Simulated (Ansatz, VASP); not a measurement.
## Two plane-wave programs on Pt

The input INCAR:

```
  PREC = Accurate
  ENCUT = 600
  EDIFF = 1E-6
  ISMEAR = 0
  SIGMA = 0.1
  LREAL = False
  LASPH = True
  NELM = 100
  ALGO = Fast
  ISIF = 3
  LWAVE = False
  LCHARG = False
  GGA = PS
  IBRION = 2
  NSW = 100
  EDIFFG = -0.01
```

File KPOINTS:

```
regular mesh
0
Gamma
  16 16 16
```

File POSCAR:

```
Pt
1.0
    0.0000000000      2.8455917956      2.8455917956
    2.8455917956      0.0000000000      2.8455917956
    2.8455917956      2.8455917956      0.0000000000
Pt
2
Direct
    0.0000000000      0.0000000000      0.0000000000
    0.2500000000      0.2500000000      0.2500000000
```

Input for Ansatz:

```yaml
crystal:
  lattice:
    - [0.0, 2.8455917956, 2.8455917956]
    - [2.8455917956, 0.0, 2.8455917956]
    - [2.8455917956, 2.8455917956, 0.0]
  atoms:
    - { symbol: Pt, position: [0.0, 0.0, 0.0] }
    - { symbol: Pt, position: [0.25, 0.25, 0.25] }
basis:
  ecutwfc: 420
kpoints:
  mp_grid: { grid: [16, 16, 16] }
hamiltonian:
  xc: pbesol
scf:
  occupations: { method: gaussian, width: 0.1 }
output:
  forces: true
  stress: true
  eigenvalues: true
relax:
  adjacent_minimum: "off"
  f_tol: 0.01
  max_steps: 80
  cell: { stress_tol: 0.05 }
```

Alike in both runs: task relaxation of cell and atoms; functional PBEsol; k mesh 16 × 16 × 16; occupations gaussian, width 0.1 eV; no spin polarisation.

|  | VASP | Ansatz |
| --- | --- | --- |
| version | VASP 6.6.1 | Ansatz 0.2.0 |
| potentials or method | VASP PAW PBE potentials, release 64 (Pt), cutoff 600 eV | scalar-relativistic, plane waves, PAW |
| valence electrons in the cell | 20 | 36 |

```csv
,VASP,Ansatz,Ansatz less VASP
"gap on the k mesh at the Fermi level, each at its own relaxed structure (eV)",none,none,-
relaxed volume (Å³/atom),22.93,23.00,+0.072
relaxed length of the cell vector where the two differ most in proportion (Å),4.018,4.022,+0.0042
```

VASP's potentials were made for PBE, not for PBEsol. A gap of «none» marks a metal or a gap that the smearing closes. VASP's potentials hold 20 valence electrons a cell and Ansatz's 36, so a difference there can come from the potentials and not from the codes.

Neither program's run includes spin-orbit coupling.
